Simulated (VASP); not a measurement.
Write the native input for VASP 6.6.1 that does the following.

| Item | Value |
| --- | --- |
| Task | single point |
| Functional | LDA |
| Potentials or basis | VASP PAW LDA potentials, release 64 (C) |
| Cutoff | 520 eV |
| k mesh | 12 × 12 × 12 |
| Occupations | gaussian, width 0.05 eV |
| Spin | no spin polarisation |
| Dipole correction | no |
| Further INCAR settings | ALGO = Normal; EDIFF = 1e-06; NBANDS = 11 |

The structure of C lies in POSCAR:

```
C
1.0
    0.0000000000      1.9600048183      1.6421661991
    1.6951393023      0.0000000000      1.6421661991
    1.6951393023      1.9600048183      0.0000000000
C
2
Direct
    0.5000000000      0.5000000000      0.5000000000
    0.7500000000      0.7500000000      0.7500000000
```

This cell differs from its parent crystal: strain +e along x and -e along y -0.0750, strain +e along z and -e/2 along x and y -0.0700.

The input as run:

INCAR

```
PREC = Accurate
ENCUT = 520
EDIFF = 1E-6
ISMEAR = 0
SIGMA = 0.05
LREAL = False
LASPH = True
NELM = 60
ALGO = Normal
ISIF = 2
LWAVE = False
LCHARG = False
NBANDS = 11
```

KPOINTS

```
regular mesh
0
Gamma
  12 12 12
```

Potentials or basis: VASP PAW LDA potentials, release 64 (C).

Command:

```bash
$ cat potpaw_LDA.64/C/POTCAR > POTCAR
$ mpirun -np 1 vasp_std > vasp.out
```

It gave:

```yaml
Pressure: 6.7 GPa
Band_gap_on_the_k_mesh: 1.58 eV, indirect (least direct gap 3.91 eV)
```

Caveat: the cell differs from its parent crystal (strain +e along x and -e along y -0.0750, strain +e along z and -e/2 along x and y -0.0700).

It took 42 s on 1 thread of Intel Xeon 8259CL (shared host), peak memory 0.13 GiB.
